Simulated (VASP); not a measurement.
Input of a VASP 6.6.1 run:

Contents of INCAR:

```
SYSTEM = Sb
PREC = Accurate ; ENCUT = 500
EDIFF = 1E-6 ; ISMEAR = 0
SIGMA = 0.05 ; LREAL = .FALSE.
LASPH = .TRUE. ; NELM = 120
ALGO = Normal ; ISIF = 2
LWAVE = .FALSE. ; LCHARG = .FALSE.
GGA = PS ; NBANDS = 22
GGA_COMPAT = .FALSE.
```

The input KPOINTS:

```
regular mesh
0
G
  12 12 12
  0 0 0
```

File POSCAR:

```
Sb
1.0
    2.1600021098      1.2470777995      3.6971197533
   -2.1600021098      1.2470777995      3.6971197533
    0.0000000000     -2.4941555991      3.6971197533
Sb
2
Direct
    0.2355428626      0.2355428626      0.2355428626
    0.7644571374      0.7644571374      0.7644571374
```

Potentials or basis: VASP PAW PBE potentials, release 64 (Sb_d_GW).

Launch:

```sh
$ cat potpaw_PBE.64/Sb_d_GW/POTCAR > POTCAR
$ mpirun -np 1 vasp_std > vasp.out
```

Problem. What does it give for the band gap on the k mesh?

Solution. Zero (bands 15 and 16 overlap by 0.26 eV).

Problem. Estimate the pressure.

Solution. -0.1 GPa.

Stress tensor (GPa, compression positive):
```
-0.10  0.00  0.00
 0.00 -0.10  0.00
 0.00  0.00 -0.20
```

Caveat: the PAW data sets were made with another functional, which shifts forces and pressure a little; spin-orbit coupling is left out, which moves the levels of the heavy elements.
